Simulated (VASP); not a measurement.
Write the native input for VASP 6.6.1 that does the following.

```yaml
Task: single point
Functional: PBE
Potentials_or_basis: VASP PAW PBE potentials, release 64 (Si, C)
Cutoff: 520 eV
k_mesh: 3 × 2 × 1
Occupations: gaussian, width 0.05 eV
Spin: no spin polarisation
Dipole_correction: yes
Further_INCAR_settings: LREAL = Auto; ALGO = Fast; EDIFF = 1e-06; NBANDS = 106
```

The structure of SiC lies in POSCAR:

```
SiC
1.0
    6.1938710408      0.0000000000      0.0000000000
    0.0000000000      8.7594564295      0.0000000000
    0.0000000000      0.0000000000     22.1938710408
Si C
20 20
Direct
    0.2500000000      0.7500000000      0.3604598759
    0.2500000000      0.2500000000      0.3604598759
    0.7500000000      0.7500000000      0.3604598759
    0.7500000000      0.2500000000      0.3604598759
    0.5000000000      0.5000000000      0.4302299379
    0.5000000000      0.0000000000      0.4302299379
    0.0000000000      0.5000000000      0.4302299379
    0.0000000000      0.0000000000      0.4302299379
    0.7500000000      0.2457415489      0.4991547015
    0.7500000000      0.7457415489      0.4991547015
    0.2500000000      0.2457415489      0.4991547015
    0.2500000000      0.7457415489      0.4991547015
    0.0000000000     -0.0017498282      0.5722607011
    0.0000000000      0.4982501718      0.5722607011
    0.5000000000     -0.0017498282      0.5722607011
    0.5000000000      0.4982501718      0.5722607011
    0.2500000000      0.7228396970      0.6281008278
    0.2500000000      0.2228396970      0.6281008278
    0.7500000000      0.7228396970      0.6281008278
    0.7500000000      0.2228396970      0.6281008278
    0.5000000000      0.1250000000      0.3604598759
    0.5000000000      0.6250000000      0.3604598759
    0.0000000000      0.1250000000      0.3604598759
    0.0000000000      0.6250000000      0.3604598759
    0.7500000000      0.8750000000      0.4302299379
    0.7500000000      0.3750000000      0.4302299379
    0.2500000000      0.8750000000      0.4302299379
    0.2500000000      0.3750000000      0.4302299379
    0.0000000000      0.6219099706      0.5005452839
    0.0000000000      0.1219099706      0.5005452839
    0.5000000000      0.6219099706      0.5005452839
    0.5000000000      0.1219099706      0.5005452839
    0.2500000000      0.3758500799      0.5701308533
    0.2500000000      0.8758500799      0.5701308533
    0.7500000000      0.3758500799      0.5701308533
    0.7500000000      0.8758500799      0.5701308533
    0.5000000000      0.1259883856      0.6395208741
    0.5000000000      0.6259883856      0.6395208741
    0.0000000000      0.1259883856      0.6395208741
    0.0000000000      0.6259883856      0.6395208741
```

The input as run:

INCAR

```
ALGO     = Fast           # electronic algorithm
DIPOL    = 0.5 0.5 0.499
EDIFF    = 1E-6           # SCF threshold, eV
ENCUT    = 520            # plane-wave cutoff, eV
GGA      = PE             # functional
IDIPOL   = 3            
ISIF     = 2              # what is computed and relaxed
ISMEAR   = 0              # smearing method
LASPH    = True           # aspherical terms in the spheres
LCHARG   = True           # write CHGCAR
LDIPOL   = True         
LELF     = True           # ELF
LREAL    = Auto         
LVACPOTAV= True         
LVHAR    = True         
LWAVE    = False          # write WAVECAR
NBANDS   = 106            # bands
NELM     = 60             # most SCF steps
PREC     = Accurate       # precision mode
SIGMA    = 0.05           # smearing width, eV
```

KPOINTS

```
k-points
0
Gamma
  3 2 1
```

Potentials or basis: VASP PAW PBE potentials, release 64 (Si, C).

The run is started by

```sh
$ cat potpaw_PBE.64/Si/POTCAR potpaw_PBE.64/C/POTCAR > POTCAR
$ mpirun -np 1 vasp_std > vasp.out
```

It gave:

```
Largest force          : 3.336 eV/Å
Band gap on the k mesh : 0.01 eV
```

Caveat: the smearing spreads over this small gap; semilocal functionals underestimate gaps, and a narrow one can read as zero.

Run time: 18 min on 1 thread of Oxide Virtual Turin-like Processor (shared host), peak memory 1.2 GiB.
